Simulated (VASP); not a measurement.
The system is PtS2.

```
CELL_PARAMETERS angstrom
3.27380 0.00000 0.00000
-1.63690 2.83519 0.00000
0.00000 0.00000 7.13360
ATOMIC_POSITIONS crystal
Pt 0.00000 0.00000 0.00000
S 0.33333 0.66667 0.18895
S 0.66667 0.33333 0.81105
```

```yaml
Program: VASP 6.6.1
Task: relaxation of the atoms
Functional: PBE
Potentials_or_basis: VASP PAW PBE potentials, release 64 (Pt, S)
Cutoff: 520 eV
k_mesh: 12 × 12 × 6
Occupations: gaussian, width 0.05 eV
Spin: no spin polarisation
```

At the start: pressure 15.8 GPa; volume 22.07 Å³/atom.

How do energy, volume and symmetry change on relaxing?

Over 3 steps the energy falls by 19.4 meV/atom at a fixed cell; space group P-3m1 (No. 164, to 0.1 Å) before and after.

The path:
| step | energy change (eV) | largest force (eV/Å) | pressure (GPa) |
| --- | --- | --- | --- |
| 1 | 0.0000 | 0.9526 | 15.79 |
| 2 | -0.0541 | 0.2396 | 11.64 |
| 3 | -0.0581 | 0.0036 | 10.21 |

Final structure:
```
Pt S
1.0
     3.27380    0.00000    0.00000
    -1.63690    2.83519    0.00000
     0.00000    0.00000    7.13360
Pt S
1 2
Direct
  0.00000 0.00000 0.00000
  0.33333 0.66667 0.19775
  0.66667 0.33333 0.80225
```

Caveat: this functional lacks dispersion, which binds layers or chains, so the pressure and a relaxed spacing across them are unreliable.
